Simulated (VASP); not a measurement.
The system is BiTe.

```xyz
2
Lattice="0.0000 3.1913 3.1913 3.1913 0.0000 3.1913 3.1913 3.1913 0.0000" Properties=species:S:1:pos:R:3 pbc="T T T"
Bi    0.0000    0.0000    0.0000
Te    3.1913    3.1913    3.1913
```

This cell differs from its parent crystal: volume scaled by 0.96.

Base run:

| Property | Result |
| --- | --- |
| Program | VASP 6.6.1 |
| Functional | LDA |
| Potentials or basis | VASP PAW LDA potentials, release 64 (Bi_d, Te) |
| Cutoff | 520 eV |
| k mesh | 7 × 7 × 7 |
| Occupations | fermi-dirac, width 0.05 eV |
| Spin | no spin polarisation |

Its results: pressure -0.6 GPa.

The run is repeated on the same cell with these changes: functional from LDA to r2SCAN; potentials or basis from VASP PAW LDA potentials, release 64 (Bi_d, Te) to VASP PAW PBE potentials, release 64 (Bi_d, Te). What comes out?

Pressure 2.4 GPa.

Caveats: the PAW data sets were made with another functional, which shifts forces and pressure a little (some runs).
